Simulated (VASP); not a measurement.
# CdAu2S2 (P4/mmm) in VASP: further runs

The runs below take CdAu2S2 through single point, with PBE.

Everything below comes from runs of VASP 6.6.1. Logs are shortened: lines on timing, memory, paths and dates and some standing lists are left out, and cuts for length are marked.

## 1. The cell of the first run

It takes space group P4/mmm (No. 123, tetragonal). Conventional cell: a = 5.291 Å, b = 5.291 Å, c = 4.656 Å, α = 90.00°, β = 90.00°, γ = 90.00°. Cd (site symmetry 4/mmm) has 4 S at 2.65 Å within 3.5 Å. Within 3.1 Å of S (site symmetry mmm) lie 2 Au at 2.33 Å and 2 Cd at 2.65 Å. Au (site symmetry mmm) has 2 S at 2.33 Å within 3.1 Å.

## 2. Single point, PBE

Contents of INCAR:

```
ALGO     = Normal         # electronic algorithm
EDIFF    = 1E-6           # SCF threshold, eV
ENCUT    = 520            # plane-wave cutoff, eV
GGA      = PE             # functional
ISIF     = 2              # what is computed and relaxed
ISMEAR   = 0              # smearing method
LASPH    = T              # aspherical terms in the spheres
LCHARG   = T              # write CHGCAR
LELF     = T              # ELF
LREAL    = F              # projectors in reciprocal space
LVHAR    = T            
LWAVE    = F              # write WAVECAR
NBANDS   = 31             # bands
NELM     = 80             # most SCF steps
PREC     = Accurate       # precision mode
SIGMA    = 0.1            # smearing width, eV
```

Contents of KPOINTS:

```
k-points
0
Gamma
  4 4 4
```

Contents of POSCAR:

```
CdAu2S2
1.0
    5.2905698549      0.0000000000      0.0000000000
    0.0000000000      5.2905698549      0.0000000000
    0.0000000000      0.0000000000      4.6555340838
Cd S Au
1 2 2
Direct
    0.0000000000      0.0000000000      0.5000000000
    0.0000000000      0.5000000000      0.5000000000
    0.5000000000      0.0000000000      0.5000000000
    0.0000000000      0.5000000000      0.0000000000
    0.5000000000      0.0000000000      0.0000000000
```

Potentials or basis: VASP PAW PBE potentials, release 64 (Cd, S, Au).

On the command line:

```sh
$ cat potpaw_PBE.64/Cd/POTCAR potpaw_PBE.64/S/POTCAR potpaw_PBE.64/Au/POTCAR > POTCAR
$ mpirun -np 1 vasp_std > vasp.out
```

OUTCAR:

```text
EDIFF = 1E-6
   ENCUT = 520
   GGA = PE
   ISIF = 2
   ISMEAR = 0
   LASPH = T
   LREAL = F
   NELM = 80
   PREC = Accurate

 ion  position               nearest neighbor table
   1  0.000  0.000  0.500-   2 2.65   3 2.65   2 2.65   3 2.65   4 3.52   5 3.52   4 3.52   4 3.52
                             4 3.52   5 3.52   5 3.52   5 3.52
   2  0.000  0.500  0.500-   4 2.33   4 2.33   1 2.65   1 2.65
   3  0.500  0.000  0.500-   5 2.33   5 2.33   1 2.65   1 2.65
   4  0.000  0.500  0.000-   2 2.33   2 2.33   1 3.52   1 3.52   1 3.52   1 3.52
   5  0.500  0.000  0.000-   3 2.33   3 2.33   1 3.52   1 3.52   1 3.52   1 3.52

  LATTYP: Found a simple tetragonal cell.
 ALAT       =     5.2905698549
 C/A-ratio  =     0.8799683610

  Lattice vectors:

 A1 = (   5.2905698549,   0.0000000000,   0.0000000000)
 A2 = (   0.0000000000,   5.2905698549,   0.0000000000)
 A3 = (   0.0000000000,   0.0000000000,   4.6555340838)

Analysis of symmetry for initial positions (statically):
=====================================================================
 Subroutine PRICEL returns:
 Original cell was already a primitive cell.

 Routine SETGRP: Setting up the symmetry group for a
 simple tetragonal supercell.

 Subroutine GETGRP returns: Found 16 space group operations
 (whereof 16 operations were pure point group operations)
 out of a pool of 16 trial point group operations.

The static configuration has the point symmetry D_4h.

Analysis of symmetry for dynamics (positions and initial velocities):
=====================================================================
 Subroutine PRICEL returns:
 Original cell was already a primitive cell.

 Routine SETGRP: Setting up the symmetry group for a
 simple tetragonal supercell.

 Subroutine GETGRP returns: Found 16 space group operations
 (whereof 16 operations were pure point group operations)
 out of a pool of 16 trial point group operations.

The dynamic configuration has the point symmetry D_4h.

 Subroutine INISYM returns: Found 16 space group operations
 (whereof 16 operations are pure point group operations),
 and found     1 'primitive' translations

----------------------------------------------------------------------------------------

                                     Primitive cell

  volume of cell :     130.3090

  direct lattice vectors                    reciprocal lattice vectors
     5.290569855  0.000000000  0.000000000     0.189015555  0.000000000  0.000000000
     0.000000000  5.290569855  0.000000000     0.000000000  0.189015555  0.000000000
     0.000000000  0.000000000  4.655534084     0.000000000  0.000000000  0.214798127

  length of vectors
     5.290569855  5.290569855  4.655534084     0.189015555  0.189015555  0.214798127

  position of ions in fractional coordinates (direct lattice)
     0.000000000  0.000000000  0.500000000
     0.000000000  0.500000000  0.500000000
     0.500000000  0.000000000  0.500000000
     0.000000000  0.500000000  0.000000000
     0.500000000  0.000000000  0.000000000

  ion indices of the primitive-cell ions
   primitive index   ion index
                 1           1
                 2           2
                 3           3
                 4           4
                 5           5

----------------------------------------------------------------------------------------

 KPOINTS: k-points

Automatic generation of k-mesh.
 Grid dimensions read from file:
 generate k-points for:    4    4    4

 Generating k-lattice:

  Cartesian coordinates                     Fractional coordinates (reciprocal lattice)
     0.047253889  0.000000000  0.000000000     0.250000000  0.000000000  0.000000000
     0.000000000  0.047253889  0.000000000     0.000000000  0.250000000  0.000000000
     0.000000000  0.000000000  0.053699532     0.000000000  0.000000000  0.250000000

  Length of vectors
     0.047253889  0.047253889  0.053699532

  Shift w.r.t. Gamma in fractional coordinates (k-lattice)
     0.000000000  0.000000000  0.000000000

 Subroutine IBZKPT returns following result:
 ===========================================

 Found     18 irreducible k-points:

 Following reciprocal coordinates:
            Coordinates               Weight
  0.000000  0.000000  0.000000      1.000000
  0.250000  0.000000  0.000000      4.000000
  0.500000  0.000000  0.000000      2.000000
  0.250000  0.250000  0.000000      4.000000
  0.500000  0.250000  0.000000      4.000000
  0.500000  0.500000  0.000000      1.000000
[... 10 lines left out ...]
  0.500000  0.250000  0.500000      4.000000
  0.500000  0.500000  0.500000      1.000000
   k-points           NKPTS =     18   k-points in BZ     NKDIM =     18   number of bands    NBANDS=     31
   number of dos      NEDOS =    301   number of ions     NIONS =      5
   total plane-waves  NPLWV =  57600
   dimension x,y,z NGX =    40 NGY =   40 NGZ =   36
   dimension x,y,z NGXF=    80 NGYF=   80 NGZF=   72
   ions per type =               1   2   2
   NGX,Y,Z   is equivalent  to a cutoff of  12.57, 12.57, 12.86 a.u.
   NGXF,Y,Z  is equivalent  to a cutoff of  25.14, 25.14, 25.71 a.u.
 SYSTEM =  unknown system
   PREC   = accura    normal or accurate (medium, high low for compatibility)
   ISTART =      0    job   : 0-new  1-cont  2-samecut
   ICHARG =      2    charge: 1-file 2-atom 10-const
   ISPIN  =      1    spin polarized calculation?
   LNONCOLLINEAR =      F non collinear calculations
   LSORBIT =      F    spin-orbit coupling
   LASPH  =      T    aspherical Exc in radial PAW
   ENCUT  =  520.0 eV  38.22 Ry    6.18 a.u.   9.84  9.84  8.66*2*pi/ulx,y,z
   NELM   =     80;   NELMIN=  2; NELMDL= -5     # of ELM steps
   EDIFF  = 0.1E-05   stopping-criterion for ELM
   LREAL  =      F    real-space projection
   EDIFFG = 0.1E-04   stopping-criterion for IOM
   NSW    =      0    number of steps for IOM
   IBRION =     -1    ionic relax: 0-MD 1-quasi-New 2-CG
   NFREE  =      0    steps in history (QN), initial steepest desc. (CG)
   ISIF   =      2    stress and relaxation
   ISYM   =      2    0-nonsym 1-usesym 2-fastsym
   POTIM  = 0.5000    time-step for ionic-motion
   TEBEG  =    0.0;   TEEND  =   0.0 temperature during run
   PSTRESS=    0.0 pullay stress
   NELECT =      46.0000    total number of electrons
   NUPDOWN=      -1.0000    fix difference up-down
   EMIN   =  10.00;   EMAX   =-10.00  energy-range for DOS
   EFERMI =   0.00;   METHOD = LEGACY
   ISMEAR =     0;   SIGMA  =   0.10  broadening in eV -4-tet -1-fermi 0-gaus
   EFERMI_NEDOS =   21; number of points for ismear=-14 and -15
   IALGO  =     38    algorithm
   IMIX   =      4    mixing-type and parameters
     AMIX     =   0.40;   BMIX     =  1.00
     AMIX_MAG =   1.60;   BMIX_MAG =  1.00
  volume/ion in A,a.u.               =      26.06       175.87
  Fermi-wavevector in a.u.,A,eV,Ry     =   1.157007  2.186426 18.213644  1.338665
  Thomas-Fermi vector in A             =   2.293622
   LORBIT       =      0    0 simple, 1 ext, 2 COOP (PROOUT), +10 PAW based schemes
   GGA     = PE    functional components
   LHFCALC =     F    Hartree Fock is set to
   AEXX    =    0.0000 exact exchange contribution
   IVDW    =     0    specifies the selected vdW correction
   LEPSILON=     F    determine dielectric tensor
   LRPA    =     F    only Hartree local field effects (RPA)
 non-spin polarized calculation
 Gauss-broadening in eV      SIGMA  =   0.10
  energy-cutoff  :      520.00
  volume of cell :      130.31
 maximum number of plane-waves:      3532
 NGX is ok and might be reduce to    40
   NGX = 19   NGY = 19   NGZ = 17

 number of electron      46.0000018 magnetization

 Free energy of the ion-electron system (eV)
  ---------------------------------------------------
  ext. energy  EPLUGINS =         0.00000000
  ---------------------------------------------------
  free energy    TOTEN  =       -14.73681317 eV

  energy without entropy =      -14.72944187  energy(sigma->0) =      -14.73312752

 E-fermi :   2.8136     XC(G=0):  -9.2018

 val. band max:        2.8088523714   @ k =   0.0000   0.0000   0.2500
 cond. band min:       2.8616345636   @ k =   0.0000   0.0000   0.5000
 fundamental gap:      0.0527821923
 Fermi energy:         2.8136100989

 k-point     1 :       0.0000    0.0000    0.0000
  band No.  band energies     occupation
      1     -10.8849      2.00000
      2     -10.4199      2.00000
      3      -5.6682      2.00000
      4      -5.6682      2.00000
      5      -5.6550      2.00000
      6      -5.5604      2.00000
[... 23 lines left out ...]
     30       9.1048      0.00000
     31      10.3469      0.00000

 k-point     2 :       0.2500    0.0000    0.0000
  band No.  band energies     occupation
      1     -10.7840      2.00000
      2     -10.4357      2.00000
      3      -5.7436      2.00000
      4      -5.6756      2.00000
      5      -5.6673      2.00000
      6      -5.5743      2.00000
[... 23 lines left out ...]
     30       9.5923      0.00000
     31      10.2802      0.00000

 k-point     3 :       0.5000    0.0000    0.0000
  band No.  band energies     occupation
      1     -10.6542      2.00000
      2     -10.4745      2.00000
      3      -5.9684      2.00000
      4      -5.6828      2.00000
      5      -5.6664      2.00000
      6      -5.5879      2.00000
[... 23 lines left out ...]
     30       9.4723      0.00000
     31       9.8453      0.00000

 k-point     4 :       0.2500    0.2500    0.0000
  band No.  band energies     occupation
      1     -10.6873      2.00000
      2     -10.4421      2.00000
      3      -5.7416      2.00000
      4      -5.7330      2.00000
      5      -5.6747      2.00000
      6      -5.6744      2.00000
[... 23 lines left out ...]
     30       9.7932      0.00000
     31      10.2128      0.00000

 k-point     5 :       0.5000    0.2500    0.0000
  band No.  band energies     occupation
      1     -10.5630      2.00000
      2     -10.4694      2.00000
      3      -5.9847      2.00000
      4      -5.7355      2.00000
      5      -5.6817      2.00000
      6      -5.6736      2.00000
[... 23 lines left out ...]
     30       8.7595      0.00000
     31      10.8038      0.00000
[... 338 lines left out ...]
     30      10.3941      0.00000
     31      10.4121      0.00000

 k-point    16 :       0.2500    0.2500    0.5000
  band No.  band energies     occupation
      1     -10.0084      2.00000
      2      -9.7500      2.00000
      3      -5.7645      2.00000
      4      -5.7525      2.00000
      5      -5.7056      2.00000
      6      -5.6691      2.00000
[... 23 lines left out ...]
     30      10.1928      0.00000
     31      10.4472      0.00000

 k-point    17 :       0.5000    0.2500    0.5000
  band No.  band energies     occupation
      1      -9.8775      2.00000
      2      -9.7519      2.00000
      3      -6.0132      2.00000
      4      -5.8391      2.00000
      5      -5.7583      2.00000
      6      -5.6777      2.00000
[... 23 lines left out ...]
     30       9.8645      0.00000
     31      10.5733      0.00000

 k-point    18 :       0.5000    0.5000    0.5000
  band No.  band energies     occupation
      1      -9.7457      2.00000
      2      -9.7457      2.00000
      3      -6.1056      2.00000
      4      -5.8712      2.00000
      5      -5.8391      2.00000
      6      -5.8391      2.00000
[... 23 lines left out ...]
     30      10.0047      0.00000
     31      10.4251      0.00000

------------------------ aborting loop because EDIFF is reached ----------------------------------------

  FORCE on cell =-STRESS in cart. coord.  units (eV):
  Direction    XX          YY          ZZ          XY          YZ          ZX
  --------------------------------------------------------------------------------------
  -------------------------------------------------------------------------------------
  Total        0.1229276      0.1229276     -0.2292327      0.0000000      0.0000000      0.0000000
  in kB        1.5114216      1.5114216     -2.8184653      0.0000000      0.0000000      0.0000000
  external PRESSURE =       0.0681259 kB  Pullay stress =       0.0000000 kB

 VOLUME and BASIS-vectors are now :
 -----------------------------------------------------------------------------
  energy-cutoff  :      520.00
  volume of cell :      130.31
      direct lattice vectors                 reciprocal lattice vectors
     5.290569855  0.000000000  0.000000000     0.189015555  0.000000000  0.000000000
     0.000000000  5.290569855  0.000000000     0.000000000  0.189015555  0.000000000
     0.000000000  0.000000000  4.655534084     0.000000000  0.000000000  0.214798127

 POSITION                                       TOTAL-FORCE (eV/Angst)
 -----------------------------------------------------------------------------------
      0.00000      0.00000      2.32777         0.000000      0.000000      0.000000
      0.00000      2.64528      2.32777         0.000000      0.000000      0.000000
      2.64528      0.00000      2.32777         0.000000      0.000000      0.000000
      0.00000      2.64528      0.00000         0.000000      0.000000      0.000000
      2.64528      0.00000      0.00000         0.000000      0.000000      0.000000
 -----------------------------------------------------------------------------------
    total drift:                               -0.000000     -0.000000      0.000000

  FREE ENERGIE OF THE ION-ELECTRON SYSTEM (eV)
  ---------------------------------------------------
  free  energy   TOTEN  =       -14.7368131686 eV

  energy  without entropy=      -14.7294418704  energy(sigma->0) =      -14.73312752
```

It took 91 s on 1 thread of Oxide Virtual Turin-like, shared host; peak memory 0.23 GiB.

Results:

```
Free energy            : -14.7368 eV
Pressure               : 0.0 GPa
Band gap on the k mesh : zero (band 23 reaches 3.18 eV, above the bottom of band 24 at 2.08 eV)
```

Stress tensor (GPa, compression positive):
```
 0.15  0.00  0.00
 0.00  0.15  0.00
 0.00  0.00 -0.28
```

Caveat: spin-orbit coupling is left out, which moves the levels of the heavy elements.

## 3. Single point, PBE

This run uses another cell than the first one, of 26.48 Å³/atom, 1.016 times its volume.

Contents of INCAR:

```
SYSTEM = CdAu2S2
PREC = Accurate
ENCUT = 520
EDIFF = 1E-6
ISMEAR = 0
SIGMA = 0.1
LREAL = .False.
LASPH = .True.
NELM = 60
ALGO = Normal
ISIF = 2
LWAVE = .False.
LCHARG = .True.
GGA = PE
LELF = .True.
LVHAR = .True.
NBANDS = 31
```

Contents of KPOINTS:

```
regular mesh
0
Gamma
  4 4 4
  0 0 0
```

Changes to POSCAR since step 2:

```diff
@@ -2,5 +2,5 @@
 1.0
-    5.2905698549      0.0000000000      0.0000000000
-    0.0000000000      5.2905698549      0.0000000000
-    0.0000000000      0.0000000000      4.6555340838
+    5.5242512300      0.0000000000      0.0000000000
+    0.0000000000      5.5242512300      0.0000000000
+    0.0000000000      0.0000000000      4.3385157200
 Cd S Au
```

Potentials or basis: VASP PAW PBE potentials, release 64 (Cd, S, Au).

On the command line:

```sh
$ cat potpaw_PBE.64/Cd/POTCAR potpaw_PBE.64/S/POTCAR potpaw_PBE.64/Au/POTCAR > POTCAR
$ mpirun -np 1 vasp_std > vasp.out
```

It took 94 s on 1 thread of Oxide Virtual Turin-like, shared host; peak memory 0.23 GiB.

Results (log left out):

- Free energy: -14.1474 eV
- Pressure: 6.5 GPa
- Band gap on the k mesh: zero (band 23 reaches 3.34 eV, above the bottom of band 24 at 2.51 eV)

Stress tensor (GPa, compression positive):
```
-0.83  0.00  0.00
 0.00 -0.83  0.00
 0.00  0.00 21.05
```

Levels at points of the mesh, in eV from the Fermi level:
```tsv
k point	band 20	band 21	band 22	band 23	band 24	band 25	band 26	band 27
(0.00, 0.00, 0.00)	-3.46	-3.41	-2.43	-2.43	-0.54	0.10	1.95	4.60
(0.50, 0.00, 0.00)	-3.63	-3.29	-2.66	-2.63	0.39	0.52	1.70	5.24
(0.50, 0.50, 0.00)	-3.51	-3.51	-2.05	-1.88	0.80	0.80	1.80	3.96
(0.00, 0.00, 0.50)	-1.37	-1.37	-1.21	-0.04	-0.04	2.25	2.25	3.88
(0.50, 0.00, 0.50)	-2.09	-1.29	-0.38	-0.21	1.49	2.03	3.42	3.85
(0.50, 0.50, 0.50)	-2.39	-1.00	-0.69	0.03	0.31	1.57	3.62	3.92
```

Caveat: the k points lie up to 0.36 Å⁻¹ apart; spin-orbit coupling is left out, which moves the levels of the heavy elements.

## 4. Single point, PBE

This run uses another cell than the first one, of 26.19 Å³/atom, 1.005 times its volume.

Contents of INCAR:

```
SYSTEM = CdAu2S2
  PREC = Accurate
  ENCUT = 520
  EDIFF = 1E-7
  ISMEAR = 0
  SIGMA = 0.1
  LREAL = .False.
  LASPH = .True.
  NELM = 100
  ALGO = Normal
  ISIF = 2
  LWAVE = .False.
  LCHARG = .False.
  GGA = PE
  NBANDS = 31
```

Contents of KPOINTS:

```
Automatic mesh
0
Gamma
  8 8 8
  0 0 0
```

Changes to POSCAR since step 3:

```diff
@@ -2,5 +2,5 @@
 1.0
-    5.5242512300      0.0000000000      0.0000000000
-    0.0000000000      5.5242512300      0.0000000000
-    0.0000000000      0.0000000000      4.3385157200
+    5.3117058930      0.0000000000      0.0000000000
+    0.0000000000      5.3117058930      0.0000000000
+    0.0000000000      0.0000000000      4.6406958843
 Cd S Au
```

On the command line:

```sh
$ cat potpaw_PBE.64/Cd/POTCAR potpaw_PBE.64/S/POTCAR potpaw_PBE.64/Au/POTCAR > POTCAR
$ mpirun -np 1 vasp_std > vasp.out
```

Wall time 5.2 min (1 thread of Oxide Virtual Turin-like, shared host); peak memory 0.4 GiB.

Results (log left out):

```yaml
Free_energy: -14.6568 eV
Pressure: 0.0 GPa
Band_gap_on_the_k_mesh: zero (band 23 reaches 3.14 eV, above the bottom of band 24 at 2.09 eV)
```

Stress tensor (GPa, compression positive):
```
 0.12  0.00  0.00
 0.00  0.12  0.00
 0.00  0.00 -0.19
```

Levels at points of the mesh, in eV from the Fermi level:
| k point | band 19 | band 20 | band 21 | band 22 | band 23 | band 24 | band 25 | band 26 | band 27 | band 28 |
| --- | --- | --- | --- | --- | --- | --- | --- | --- | --- | --- |
| (0.00, 0.00, 0.00) | -3.04 | -2.82 | -2.75 | -1.62 | -1.62 | -0.82 | 0.27 | 1.86 | 4.77 | 4.77 |
| (0.50, 0.00, 0.00) | -3.15 | -3.06 | -2.75 | -2.04 | -1.89 | -0.01 | 0.02 | 2.74 | 5.10 | 5.84 |
| (0.50, 0.50, 0.00) | -3.06 | -2.88 | -2.88 | -1.03 | -0.96 | 0.42 | 0.42 | 2.45 | 3.88 | 4.79 |
| (0.00, 0.00, 0.50) | -1.55 | -1.55 | -1.23 | -0.61 | -0.04 | -0.04 | 2.73 | 2.73 | 4.64 | 5.75 |
| (0.50, 0.00, 0.50) | -2.76 | -1.96 | -1.46 | -0.45 | -0.25 | 2.19 | 2.87 | 4.15 | 4.27 | 4.83 |
| (0.50, 0.50, 0.50) | -2.01 | -2.01 | -0.83 | -0.62 | 0.23 | 0.42 | 1.79 | 4.68 | 4.68 | 4.74 |

Caveat: spin-orbit coupling is left out, which moves the levels of the heavy elements.

## 5. Overview

| cell | k mesh | gap on the mesh (eV) | pressure (GPa) |
| --- | --- | --- | --- |
| a = 5.291, b = 5.291, c = 4.656 Å, 5 atoms | 4 × 4 × 4 | none | 0.0 |
| a = 5.524, b = 5.524, c = 4.339 Å, 5 atoms | 4 × 4 × 4 | none | 6.5 |
| a = 5.312, b = 5.312, c = 4.641 Å, 5 atoms | 8 × 8 × 8 | none | 0.0 |

Alike in all rows: task single point; level PBE; potentials or basis VASP PAW PBE potentials, release 64 (Cd, S, Au); no spin polarisation; cutoff (eV) 520; smearing gaussian 0.1 eV.

Caveats: some runs use coarse meshes; spin-orbit coupling is left out, which moves the levels of the heavy elements.

Absolute energies hang on the potentials; compare differences alone.
